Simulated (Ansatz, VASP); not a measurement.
BaAl2As2: VASP beside Ansatz

```
Al As Ba
1.0
     2.25762    3.91031    0.00000
    -2.25762    3.91031    0.00000
     0.00000    0.00000    7.66738
Al As Ba
2 2 1
Cartesian
  -0.0002 2.6070 4.7898
  0.0002 5.2136 2.8776
  -0.0002 2.6070 2.0549
  0.0002 5.2136 5.6125
  0.0000 0.0000 0.0000
```

Alike in both runs: task single point; functional PBE; k mesh 9 × 9 × 5; occupations fermi-dirac, width 0.0221 eV; no spin polarisation.

```csv
,VASP,Ansatz
version,VASP 6.6.1,Ansatz 0.2.0
potentials or method,"VASP PAW PBE potentials, release 64 (Al, As, Ba_sv), cutoff 520 eV",PAW plane waves
valence electrons in the cell,26,46
```

```csv
,VASP,Ansatz,Ansatz less VASP
pressure (GPa),-2.4,-2.7,-0.33
"traceless stress, the component that is largest in VASP (GPa)",-4.51,-4.60,-0.096
rms of the force components (eV/Å),0.615,0.602,-0.0129
```

Atom by atom the forces differ by 0.014 eV/Å (rms over components). VASP's potentials hold 26 valence electrons a cell and Ansatz's 46, so a difference there can come from the potentials and not from the codes. Ansatz's warnings: structure snapped to symmetry.

Neither program's run includes spin-orbit coupling.
